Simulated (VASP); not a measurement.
# Si (P6/mmm) in VASP: a series of runs

Runs on Si. Level: PBE. Tasks: single point, relaxation of cell and atoms.

Everything below comes from runs of VASP 6.6.1. Logs are shortened: lines on timing, memory, paths and dates and some standing lists are left out, and cuts for length are marked.

### 1 The cell of the first run

It takes space group P6/mmm (No. 191, hexagonal). Conventional cell: a = 2.554 Å, b = 2.554 Å, c = 2.410 Å, α = 90.00°, β = 90.00°, γ = 120.00°. Within 3.2 Å of Si (site symmetry 6/mmm) lie 8 Si at 2.41 to 2.55 Å.

This isn't the form of Si at room conditions, which is diamond.

### 2 Single point, PBE

Input file INCAR:

```
ALGO     = Normal         # electronic algorithm
EDIFF    = 1E-6           # SCF threshold, eV
ENCUT    = 520            # plane-wave cutoff, eV
GGA      = PE             # functional
ISIF     = 2              # what is computed and relaxed
ISMEAR   = 0              # smearing method
LASPH    = True           # aspherical terms in the spheres
LCHARG   = False          # write CHGCAR
LREAL    = False          # projectors in reciprocal space
LWAVE    = False          # write WAVECAR
NBANDS   = 8              # bands
NELM     = 100            # most SCF steps
PREC     = Accurate       # precision mode
SIGMA    = 0.05           # smearing width, eV
```

Input file KPOINTS:

```
k-points
0
Gamma
  24 24 24
```

Input file POSCAR:

```
Si
1.0
    2.5541609636      0.0000000000      0.0000000000
   -1.2770804818      2.2119682799      0.0000000000
    0.0000000000      0.0000000000      2.4097334552
Si
1
Direct
    0.0000000000      0.0000000000      0.0000000000
```

Potentials or basis: VASP PAW PBE potentials, release 64 (Si).

Command:

```console
$ cat potpaw_PBE.64/Si/POTCAR > POTCAR
$ mpirun -np 1 vasp_std > vasp.out
```

OUTCAR:

```text
EDIFF = 1E-6
   ENCUT = 520
   GGA = PE
   ISIF = 2
   ISMEAR = 0
   LASPH = True
   LREAL = False
   NELM = 100
   PREC = Accurate

 ion  position               nearest neighbor table
   1  0.000  0.000  0.000-

  LATTYP: Found a hexagonal cell.
 ALAT       =     2.5541609636
 C/A-ratio  =     0.9434540303

  Lattice vectors:

 A1 = (   2.5541609636,   0.0000000000,   0.0000000000)
 A2 = (  -1.2770804818,   2.2119682799,   0.0000000000)
 A3 = (   0.0000000000,   0.0000000000,   2.4097334552)

Analysis of symmetry for initial positions (statically):
=====================================================================
 Subroutine PRICEL returns:
 Original cell was already a primitive cell.

 Routine SETGRP: Setting up the symmetry group for a
 hexagonal supercell.

 Subroutine GETGRP returns: Found 24 space group operations
 (whereof 24 operations were pure point group operations)
 out of a pool of 24 trial point group operations.

The static configuration has the point symmetry D_6h.

Analysis of symmetry for dynamics (positions and initial velocities):
=====================================================================
 Subroutine PRICEL returns:
 Original cell was already a primitive cell.

 Routine SETGRP: Setting up the symmetry group for a
 hexagonal supercell.

 Subroutine GETGRP returns: Found 24 space group operations
 (whereof 24 operations were pure point group operations)
 out of a pool of 24 trial point group operations.

The dynamic configuration has the point symmetry D_6h.

 Subroutine INISYM returns: Found 24 space group operations
 (whereof 24 operations are pure point group operations),
 and found     1 'primitive' translations

----------------------------------------------------------------------------------------

                                     Primitive cell

  volume of cell :      13.6143

  direct lattice vectors                    reciprocal lattice vectors
     2.554160964  0.000000000  0.000000000     0.391518003  0.226043024  0.000000000
    -1.277080482  2.211968280  0.000000000     0.000000000  0.452086049  0.000000000
     0.000000000  0.000000000  2.409733455     0.000000000  0.000000000  0.414983656

  length of vectors
     2.554160964  2.554160964  2.409733455     0.452086049  0.452086049  0.414983656

  position of ions in fractional coordinates (direct lattice)
     0.000000000  0.000000000  0.000000000

  ion indices of the primitive-cell ions
   primitive index   ion index
                 1           1

----------------------------------------------------------------------------------------

 KPOINTS: k-points

Automatic generation of k-mesh.
 Grid dimensions read from file:
 generate k-points for:   24   24   24

 Generating k-lattice:

  Cartesian coordinates                     Fractional coordinates (reciprocal lattice)
     0.016313250  0.009418459  0.000000000     0.041666667  0.000000000  0.000000000
     0.000000000  0.018836919  0.000000000     0.000000000  0.041666667  0.000000000
     0.000000000  0.000000000  0.017290986     0.000000000  0.000000000  0.041666667

  Length of vectors
     0.018836919  0.018836919  0.017290986

  Shift w.r.t. Gamma in fractional coordinates (k-lattice)
     0.000000000  0.000000000  0.000000000

 Subroutine IBZKPT returns following result:
 ===========================================

 Found    793 irreducible k-points:

 Following reciprocal coordinates:
            Coordinates               Weight
  0.000000  0.000000  0.000000      1.000000
  0.041667 -0.000000  0.000000      6.000000
  0.083333  0.000000  0.000000      6.000000
  0.125000  0.000000  0.000000      6.000000
  0.166667  0.000000  0.000000      6.000000
  0.208333  0.000000  0.000000      6.000000
[... 16 lines left out ...]
  0.416667  0.041667  0.000000     12.000000
  0.458333  0.041667  0.000000     12.000000
 [... further k-points ...]
   k-points           NKPTS =    793   k-points in BZ     NKDIM =    793   number of bands    NBANDS=      8
   number of dos      NEDOS =    301   number of ions     NIONS =      1
   total plane-waves  NPLWV =   7200
   dimension x,y,z NGX =    20 NGY =   20 NGZ =   18
   dimension x,y,z NGXF=    40 NGYF=   40 NGZF=   36
   ions per type =               1
   NGX,Y,Z   is equivalent  to a cutoff of  13.02, 13.02, 12.42 a.u.
   NGXF,Y,Z  is equivalent  to a cutoff of  26.04, 26.04, 24.84 a.u.
 SYSTEM =  unknown system
   PREC   = accura    normal or accurate (medium, high low for compatibility)
   ISTART =      0    job   : 0-new  1-cont  2-samecut
   ICHARG =      2    charge: 1-file 2-atom 10-const
   ISPIN  =      1    spin polarized calculation?
   LNONCOLLINEAR =      F non collinear calculations
   LSORBIT =      F    spin-orbit coupling
   LASPH  =      T    aspherical Exc in radial PAW
   ENCUT  =  520.0 eV  38.22 Ry    6.18 a.u.   4.75  4.75  4.48*2*pi/ulx,y,z
   NELM   =    100;   NELMIN=  2; NELMDL= -5     # of ELM steps
   EDIFF  = 0.1E-05   stopping-criterion for ELM
   LREAL  =      F    real-space projection
   EDIFFG = 0.1E-04   stopping-criterion for IOM
   NSW    =      0    number of steps for IOM
   IBRION =     -1    ionic relax: 0-MD 1-quasi-New 2-CG
   NFREE  =      0    steps in history (QN), initial steepest desc. (CG)
   ISIF   =      2    stress and relaxation
   ISYM   =      2    0-nonsym 1-usesym 2-fastsym
   POTIM  = 0.5000    time-step for ionic-motion
   TEBEG  =    0.0;   TEEND  =   0.0 temperature during run
   PSTRESS=    0.0 pullay stress
   NELECT =       4.0000    total number of electrons
   NUPDOWN=      -1.0000    fix difference up-down
   EMIN   =  10.00;   EMAX   =-10.00  energy-range for DOS
   EFERMI =   0.00;   METHOD = LEGACY
   ISMEAR =     0;   SIGMA  =   0.05  broadening in eV -4-tet -1-fermi 0-gaus
   EFERMI_NEDOS =   21; number of points for ismear=-14 and -15
   IALGO  =     38    algorithm
   IMIX   =      4    mixing-type and parameters
     AMIX     =   0.40;   BMIX     =  1.00
     AMIX_MAG =   1.60;   BMIX_MAG =  1.00
  volume/ion in A,a.u.               =      13.61        91.87
  Fermi-wavevector in a.u.,A,eV,Ry     =   1.088335  2.056656 16.115748  1.184474
  Thomas-Fermi vector in A             =   2.224515
   LORBIT       =      0    0 simple, 1 ext, 2 COOP (PROOUT), +10 PAW based schemes
   GGA     = PE    functional components
   LHFCALC =     F    Hartree Fock is set to
   AEXX    =    0.0000 exact exchange contribution
   IVDW    =     0    specifies the selected vdW correction
   LEPSILON=     F    determine dielectric tensor
   LRPA    =     F    only Hartree local field effects (RPA)
 non-spin polarized calculation
 Gauss-broadening in eV      SIGMA  =   0.05
  energy-cutoff  :      520.00
  volume of cell :       13.61
 maximum number of plane-waves:       393
 NGX is ok and might be reduce to    20
   NGX =  9   NGY =  9   NGZ =  9

 number of electron       4.0000000 magnetization

 Free energy of the ion-electron system (eV)
  ---------------------------------------------------
  ext. energy  EPLUGINS =         0.00000000
  ---------------------------------------------------
  free energy    TOTEN  =        -5.05787016 eV

  energy without entropy =       -5.05735893  energy(sigma->0) =       -5.05761455

 E-fermi :  10.7221     XC(G=0): -11.3737

 val. band max:       10.7189171823   @ k =   0.2500   0.0417   0.2500
 cond. band min:      10.7288208416   @ k =   0.4167   0.1667   0.0417
 fundamental gap:      0.0099036592
 Fermi energy:        10.7221354695

 k-point     1 :       0.0000    0.0000    0.0000
  band No.  band energies     occupation
      1      -4.1354      2.00000
      2      18.2135      0.00000
      3      19.1560      0.00000
      4      21.9533      0.00000
      5      21.9533      0.00000
      6      23.2987      0.00000
      7      23.2987      0.00000
      8      28.8376      0.00000

 k-point     2 :       0.0417   -0.0000    0.0000
  band No.  band energies     occupation
      1      -4.0840      2.00000
      2      18.0751      0.00000
      3      19.1990      0.00000
      4      21.3352      0.00000
      5      21.4133      0.00000
      6      23.4748      0.00000
      7      23.9271      0.00000
      8      29.4270      0.00000

 k-point     3 :       0.0833    0.0000    0.0000
  band No.  band energies     occupation
      1      -3.9297      2.00000
      2      17.5527      0.00000
      3      19.3281      0.00000
      4      20.3066      0.00000
      5      20.5757      0.00000
      6      23.6104      0.00000
      7      25.0295      0.00000
      8      30.8429      0.00000

 k-point     4 :       0.1250    0.0000    0.0000
  band No.  band energies     occupation
      1      -3.6728      2.00000
      2      16.4747      0.00000
      3      19.5431      0.00000
      4      19.5543      0.00000
      5      19.7697      0.00000
      6      23.6788      0.00000
      7      26.2754      0.00000
      8      32.2454      0.00000

 k-point     5 :       0.1667    0.0000    0.0000
  band No.  band energies     occupation
      1      -3.3139      2.00000
      2      14.9945      0.00000
      3      19.0362      0.00000
      4      19.0894      0.00000
      5      19.8436      0.00000
      6      23.8001      0.00000
      7      27.6212      0.00000
      8      33.1740      0.00000
[... 177 lines left out ...]
 k-point    22 :       0.3750    0.0417    0.0000
  band No.  band energies     occupation
      1       0.4829      2.00000
      2       6.4200      2.00000
      3      15.3760      0.00000
      4      18.6655      0.00000
      5      22.9990      0.00000
      6      26.8365      0.00000
      7      28.3387      0.00000
      8      32.4439      0.00000

 k-point    23 :       0.4167    0.0417    0.0000
  band No.  band energies     occupation
      1       1.4766      2.00000
      2       5.0674      2.00000
      3      15.2030      0.00000
      4      18.5328      0.00000
      5      23.7758      0.00000
      6      27.2625      0.00000
      7      27.7150      0.00000
      8      31.3714      0.00000

 k-point    24 :       0.4583    0.0417    0.0000
  band No.  band energies     occupation
      1       2.5363      2.00000
      2       3.8276      2.00000
      3      15.1162      0.00000
      4      18.4650      0.00000
      5      24.4548      0.00000
      6      26.4322      0.00000
      7      28.5210      0.00000
      8      30.4476      0.00000

 [... further k-points ...]
[... 5 lines left out ...]
  --------------------------------------------------------------------------------------
  -------------------------------------------------------------------------------------
  Total        1.1817321      1.1817321      1.1824512      0.0000000      0.0000000      0.0000000
  in kB      139.0699957    139.0699957    139.1546191      0.0000000      0.0000000      0.0000000
  external PRESSURE =     139.0982035 kB  Pullay stress =       0.0000000 kB

 VOLUME and BASIS-vectors are now :
 -----------------------------------------------------------------------------
  energy-cutoff  :      520.00
  volume of cell :       13.61
      direct lattice vectors                 reciprocal lattice vectors
     2.554160964  0.000000000  0.000000000     0.391518003  0.226043024  0.000000000
    -1.277080482  2.211968280  0.000000000     0.000000000  0.452086049  0.000000000
     0.000000000  0.000000000  2.409733455     0.000000000  0.000000000  0.414983656

 POSITION                                       TOTAL-FORCE (eV/Angst)
 -----------------------------------------------------------------------------------
      0.00000      0.00000      0.00000         0.000000      0.000000      0.000000
 -----------------------------------------------------------------------------------
    total drift:                               -0.000000     -0.000000      0.000000

  FREE ENERGIE OF THE ION-ELECTRON SYSTEM (eV)
  ---------------------------------------------------
  free  energy   TOTEN  =        -5.0578701621 eV

  energy  without entropy=       -5.0573589296  energy(sigma->0) =       -5.05761455
```

Wall time 73 s (1 thread of Intel Xeon 8259CL, shared host); peak memory 0.18 GiB.

What came out:

```yaml
Free_energy: -5.0579 eV
Pressure: 13.9 GPa
Band_gap_on_the_k_mesh: zero (bands 2 and 3 overlap by 12.48 eV)
```

Caveat: the cell stands under pressure.

### 3 Relaxation of cell and atoms, PBE, target pressure 14 GPa, at which the enthalpy is minimised

This run uses another cell than the first one, of 13.55 Å³/atom.

Input file INCAR:

```
SYSTEM = Si
PREC     = Accurate       ! precision mode
ENCUT    = 600            ! plane-wave cutoff, eV
EDIFF    = 1E-6           ! SCF threshold, eV
ISMEAR   = 0              ! smearing method
SIGMA    = 0.05           ! smearing width, eV
LREAL    = .False.        ! projectors in reciprocal space
LASPH    = .True.         ! aspherical terms in the spheres
NELM     = 80             ! most SCF steps
ALGO     = Normal         ! electronic algorithm
ISIF     = 3              ! what is computed and relaxed
LWAVE    = .False.        ! write WAVECAR
LCHARG   = .False.        ! write CHGCAR
GGA      = PE             ! functional
IBRION   = 2              ! ionic algorithm
NSW      = 80             ! ionic steps
EDIFFG   = -0.003         ! ionic threshold
PSTRESS  = 140.0
```

Input file KPOINTS:

```
regular mesh
0
Gamma
  24 24 24
  0 0 0
```

Input file POSCAR:

```
Si
1.0
    2.5630000000      0.0000000000      0.0000000000
   -1.2815000000      2.2196231099      0.0000000000
    0.0000000000      0.0000000000      2.3810000000
Si
1
Direct
    0.0000000000      0.0000000000      0.0000000000
```

Potentials or basis: VASP PAW PBE potentials, release 64 (Si).

Command:

```console
$ cat potpaw_PBE.64/Si/POTCAR > POTCAR
$ mpirun -np 1 vasp_std > vasp.out
```

OUTCAR:

```text
SYSTEM = Si
   PREC = Accurate
   ENCUT = 600
   EDIFF = 1E-6
   ISMEAR = 0
   LREAL = .False.
   LASPH = .True.
   NELM = 80
   ISIF = 3
   GGA = PE
   IBRION = 2
   NSW = 80
   EDIFFG = -0.003
   PSTRESS = 140.0

 ion  position               nearest neighbor table
   1  0.000  0.000  0.000-

  LATTYP: Found a hexagonal cell.
 ALAT       =     2.5630000000
 C/A-ratio  =     0.9289894655

  Lattice vectors:

 A1 = (   2.5630000000,   0.0000000000,   0.0000000000)
 A2 = (  -1.2815000000,   2.2196231099,   0.0000000000)
 A3 = (   0.0000000000,   0.0000000000,   2.3810000000)

Analysis of symmetry for initial positions (statically):
=====================================================================
 Subroutine PRICEL returns:
 Original cell was already a primitive cell.

[... 320 lines left out ...]
  ext. energy  EPLUGINS =         0.00000000
  ---------------------------------------------------
  free energy    TOTEN  =        -5.05729034 eV

  energy without entropy =       -5.05677757  energy(sigma->0) =       -5.05703395

 E-fermi :  10.7298     XC(G=0): -11.3759

 val. band max:       10.7262032394   @ k =   0.2500   0.0417   0.2500
 cond. band min:      10.7363775304   @ k =   0.4167   0.1667   0.0417
 fundamental gap:      0.0101742910
 Fermi energy:        10.7298141086

 k-point     1 :       0.0000    0.0000    0.0000
  band No.  band energies     occupation
      1      -4.1329      2.00000
      2      18.2216      0.00000
      3      19.1675      0.00000
      4      21.9678      0.00000
      5      21.9678      0.00000
      6      23.3089      0.00000
[... 199 lines left out ...]
 k-point    24 :       0.4583    0.0417    0.0000
  band No.  band energies     occupation
      1       2.5417      2.00000
      2       3.8325      2.00000
      3      15.1256      0.00000
      4      18.4746      0.00000
      5      24.4699      0.00000
      6      26.4435      0.00000

 [... further k-points ...]
[... 5 lines left out ...]
  --------------------------------------------------------------------------------------
  -------------------------------------------------------------------------------------
  Total        1.1893560      1.1893560      1.1917747      0.0000000     -0.0000000      0.0000000
  in kB      140.0454282    140.0454282    140.3302240      0.0000000     -0.0000000      0.0000000
  external PRESSURE =       0.1403602 kB  Pullay stress =     140.0000000 kB
[... 20 lines left out ...]
  energy  without entropy=       -5.0567775652  energy(sigma->0) =       -5.05703395

  enthalpy is  TOTEN    =        -3.8683201546 eV   P V=        1.1889701844

 reached required accuracy - stopping structural energy minimisation
```

OSZICAR:

```text
N       E                     dE             d eps       ncg     rms          rms(c)
DAV:   1    -0.889739546412E+00   -0.88974E+00   -0.20052E+03 10284   0.583E+02
DAV:   2    -0.502378022148E+01   -0.41340E+01   -0.39181E+01 13158   0.467E+01
DAV:   3    -0.506031686870E+01   -0.36537E-01   -0.36399E-01 11802   0.473E+00
[... 29 lines left out ...]
       N       E                     dE             d eps       ncg     rms          rms(c)
DAV:   1    -0.505730410649E+01   -0.24134E-02   -0.76056E-04 11286   0.159E-01    0.231E-02
DAV:   2    -0.505729522488E+01    0.88816E-05   -0.17091E-05 10914   0.334E-02    0.156E-02
DAV:   3    -0.505729042184E+01    0.48030E-05   -0.87622E-06 12120   0.167E-02    0.179E-03
DAV:   4    -0.505729033897E+01    0.82867E-07   -0.28017E-07  5148   0.464E-03
   5 F= -.38683202E+01 E0= -.38680638E+01  d E =-.833536E-04
```

CONTCAR:

```text
Si
   1.00000000000000
     2.5536757727742541    0.0000000000000000   -0.0000000000000000
    -1.2768378863871270    2.2115480922519106    0.0000000000000000
     0.0000000000000000   -0.0000000000000000    2.4093026955797363
  Si
     1
Direct
     0.0000000000000000    0.0000000000000000    0.0000000000000000

  0.00000000E+00  0.00000000E+00  0.00000000E+00
```

Wall time 3 min (1 thread of Intel Xeon 8259CL, shared host); peak memory 0.18 GiB.

What came out:

```
Free energy                                                : -5.0573 eV
Relaxed volume                                             : 13.61 Å³/atom
Relaxed cell                                               : a = 2.554 Å, b = 2.554 Å, c = 2.409 Å, α = 90.00°, β = 90.00°, γ = 120.00°
Space group after relaxing (to 0.1 Å)                      : P6/mmm (No. 191)
Energy change on relaxing (the run minimises the enthalpy) : -7.9 meV/atom
Ionic steps                                                : 5
Pressure after relaxing                                    : 14.0 GPa
Band gap on the k mesh                                     : zero (bands 2 and 3 overlap by 12.49 eV)
```

Step by step:
```csv
step,energy change (eV),largest force (eV/Å),pressure (GPa),volume (Å³)
1,0.0000,0.0000,15.02,13.55
2,-0.0163,0.0000,12.59,13.71
3,-0.0117,0.0000,13.49,13.65
4,-0.0055,0.0000,14.32,13.58
5,-0.0079,0.0000,14.01,13.61
```

Final structure:
```xyz
1
Lattice="2.5537 0.0000 0.0000 -1.2768 2.2115 0.0000 0.0000 0.0000 2.4093" Properties=species:S:1:pos:R:3 pbc="T T T"
Si    0.0000    0.0000    0.0000
```

Caveat: the cell is relaxed towards a set pressure, so the run minimises the enthalpy, not the energy.
